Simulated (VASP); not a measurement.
Wanted: the native input for a VASP 6.6.1 run.

| Item | Value |
| --- | --- |
| Task | single point |
| Functional | r2SCAN |
| Potentials or basis | VASP PAW PBE potentials, release 64 (O, Cd, Te) |
| Cutoff | 520 eV |
| k mesh | 6 × 6 × 4 |
| Occupations | fermi-dirac, width 0.02 eV |
| Spin | no spin polarisation |
| Dipole correction | no |
| Further INCAR settings | ALGO = Normal; EDIFF = 1e-06; NBANDS = 26 |

The system is Cd2TeO.

```
O Cd Te
1.0
     4.24677    0.00000    0.00000
     0.00000    4.24677    0.00000
     0.00000    0.00000    5.45419
O Cd Te
1 2 1
Cartesian
  0.0000 0.0000 0.0000
  0.0000 2.1234 4.5809
  2.1234 0.0000 0.8732
  2.1234 2.1234 2.7271
```

This cell differs from its parent crystal: volume changed by +3%.

The input as run:

POSCAR

```
Cd2TeO
1.0
    4.2467726643      0.0000000000      0.0000000000
    0.0000000000      4.2467726643      0.0000000000
    0.0000000000      0.0000000000      5.4541881070
O Cd Te
1 2 1
Direct
    0.0000000000      0.0000000000      0.0000000000
    0.0000000000      0.5000000000      0.8398944356
    0.5000000000      0.0000000000      0.1601055644
    0.5000000000      0.5000000000      0.5000000000
```

INCAR.step1

```
ALGO = Normal
EDIFF = 1E-4
ENCUT = 520
GGA = PE
ISMEAR = -1
LASPH = True
LCHARG = False
LREAL = False
LWAVE = True
NBANDS = 26
NELM = 80
PREC = Accurate
SIGMA = 0.02
```

INCAR.step2

```
ALGO = Normal
EDIFF = 1E-6
ENCUT = 520
ISIF = 2
ISMEAR = -1
ISTART = 1
LASPH = True
LCHARG = False
LMIXTAU = True
LREAL = False
LWAVE = False
METAGGA = R2SCAN
NBANDS = 26
NELM = 80
PREC = Accurate
SIGMA = 0.02
```

KPOINTS

```
k-points
0
Gamma
  6 6 4
```

Potentials or basis: VASP PAW PBE potentials, release 64 (O, Cd, Te).

The run is started by

```sh
$ cat potpaw_PBE.64/O/POTCAR potpaw_PBE.64/Cd/POTCAR potpaw_PBE.64/Te/POTCAR > POTCAR
$ cp INCAR.step1 INCAR
$ mpirun -np 1 vasp_std > vasp.out
$ cp INCAR.step2 INCAR
$ mpirun -np 1 vasp_std > vasp.out
```

Results of the run:

```json
{
  "Pressure": "-1.4 GPa",
  "Largest force": "0.088 eV/Å",
  "Band gap on the k mesh": "zero (band 18 reaches 1.95 eV, above the bottom of band 19 at 1.79 eV)"
}
```

Caveat: the PAW data sets were made with another functional, which shifts forces and pressure a little; spin-orbit coupling is left out, which moves the levels of the heavy elements.

Wall time 2.5 min on 1 thread of AMD EPYC 9R45 96-Core Processor (Zen 5), on a shared host, peak memory 0.22 GiB.
